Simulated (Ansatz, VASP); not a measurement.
## MgO: VASP beside Ansatz

```xyz
2
Lattice="0.0000 2.1700 2.1700 2.1700 0.0000 2.1700 2.1700 2.1700 0.0000" Properties=species:S:1:pos:R:3 pbc="T T T"
Mg    0.0000    0.0000    0.0000
O     2.1700    2.1700    2.1700
```

Alike in both runs: task single point; functional r2SCAN; k mesh 10 × 10 × 10; occupations gaussian, width 0.02 eV; no spin polarisation.

|  | VASP | Ansatz |
| --- | --- | --- |
| version | VASP 6.6.1 | Ansatz 0.2.0 |
| potentials or method | VASP PAW PBE potentials, release 64 (Mg_sv, O), cutoff 920 eV | scalar-relativistic, plane waves, PAW |
| valence electrons in the cell | 16 | 16 |

```csv
,VASP,Ansatz,Ansatz less VASP
gap on the k mesh at the Fermi level (eV),4.79,4.77,-0.021
least direct gap on the mesh (eV),4.79,4.77,-0.021
pressure (GPa),-12.6,-13.1,-0.48
```

VASP's potentials were made for PBE, not for r2SCAN.
